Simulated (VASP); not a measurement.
Here is a VASP 6.6.1 calculation.

Contents of INCAR:

```
  PREC = Accurate
  ENCUT = 520
  EDIFF = 1E-6
  ISMEAR = 0
  SIGMA = 0.1
  LREAL = F
  LASPH = T
  NELM = 80
  ALGO = Normal
  ISIF = 2
  LWAVE = F
  LCHARG = T
  GGA = PE
  LELF = T
  LVHAR = T
  NBANDS = 41
```

The input KPOINTS:

```
Automatic mesh
0
Gamma
  4 4 2
```

POSCAR

```
AlGa3P4
1.0
    3.9129481154      0.0000000000      0.0000000000
    0.0000000000      3.9129481154      0.0000000000
    0.0000000000      0.0000000000     10.9207787650
Al Ga P
1 3 4
Direct
    0.5000000000      0.5000000000      0.5000000000
    0.0000000000      0.0000000000      0.7499924979
    0.5000000000      0.5000000000      0.0000000000
    0.0000000000      0.0000000000      0.2500075021
    0.5000000000      0.0000000000      0.8750536558
    0.0000000000      0.5000000000      0.1249463442
    0.5000000000      0.0000000000      0.3757108359
    0.0000000000      0.5000000000      0.6242891641
```

Potentials or basis: VASP PAW PBE potentials, release 64 (Al, Ga_d, P).

Command:

```console
$ cat potpaw_PBE.64/Al/POTCAR potpaw_PBE.64/Ga_d/POTCAR potpaw_PBE.64/P/POTCAR > POTCAR
$ mpirun -np 1 vasp_std > vasp.out
```

Estimate the band gap on the k mesh.

1.57 eV (least direct gap 1.62 eV).

Predict the pressure.

0.0 GPa.

Predict the largest force.

0.009 eV/Å.

Forces in eV/Å, atoms in the order of the input:
```
Al   0.000  0.000  0.000
Ga   0.000  0.000 -0.002
Ga   0.000  0.000  0.000
Ga   0.000  0.000  0.002
P    0.000  0.000  0.000
P    0.000  0.000  0.000
P    0.000  0.000  0.009
P    0.000  0.000 -0.009
```

A k mesh can miss the band edges.
